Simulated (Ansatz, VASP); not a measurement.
Two plane-wave programs on Pt

The input INCAR:

```
SYSTEM = Pt
ALGO = Normal
EDIFF = 1E-6
ENCUT = 520
ISIF = 2
ISMEAR = 0
LASPH = .TRUE.
LCHARG = .TRUE.
LELF = .TRUE.
LREAL = .FALSE.
LVHAR = .TRUE.
LWAVE = .FALSE.
NBANDS = 11
NELM = 80
PREC = Accurate
SIGMA = 0.15
```

Contents of KPOINTS:

```
k-points
0
G
  20 20 20
  0 0 0
```

Contents of POSCAR:

```
Pt
1.0
    0.0000000000      1.9468328700      1.9468328700
    1.8932949661      0.0000000000      1.9468328700
    1.8932949661      1.9468328700      0.0000000000
Pt
1
Direct
    0.0000000000      0.0000000000      0.0000000000
```

Input for Ansatz:

```yaml
crystal:
  lattice:
    - [0.0, 1.94683287, 1.94683287]
    - [1.8932949661, 0.0, 1.94683287]
    - [1.8932949661, 1.94683287, 0.0]
  atoms:
    - { symbol: Pt, position: [0.0, 0.0, 0.0] }
basis:
  ecutwfc: 420
kpoints:
  mp_grid: { grid: [20, 20, 20] }
hamiltonian:
  xc: lda
scf:
  occupations: { method: gaussian, width: 0.15 }
output:
  forces: true
  stress: true
  eigenvalues: true
```

Change from the starting cell: normal strain along x -0.0275, normal strain along z +0.0000.

Alike in both runs: task single point; functional LDA; k mesh 20 × 20 × 20; occupations gaussian, width 0.15 eV; no spin polarisation.

|  | VASP | Ansatz |
| --- | --- | --- |
| version | VASP 6.6.1 | Ansatz 0.2.0 |
| potentials or method | VASP PAW LDA potentials, release 64 (Pt), cutoff 520 eV | scalar-relativistic, plane waves, PAW |
| valence electrons in the cell | 10 | 18 |

```tsv
	VASP	Ansatz	Ansatz less VASP
gap on the k mesh at the Fermi level (eV)	none	none	-
pressure (GPa)	10.3	9.4	-0.87
traceless stress, the component that is largest in VASP (GPa)	2.01	2.01	-0.005
```

LDA's correlation is that of Perdew and Zunger in VASP and of Perdew and Wang (1992) in Ansatz. A gap of «none» marks a metal or a gap that the smearing closes. VASP's potentials hold 10 valence electrons a cell and Ansatz's 18, so a difference there can come from the potentials and not from the codes.

Spin-orbit coupling is off throughout.
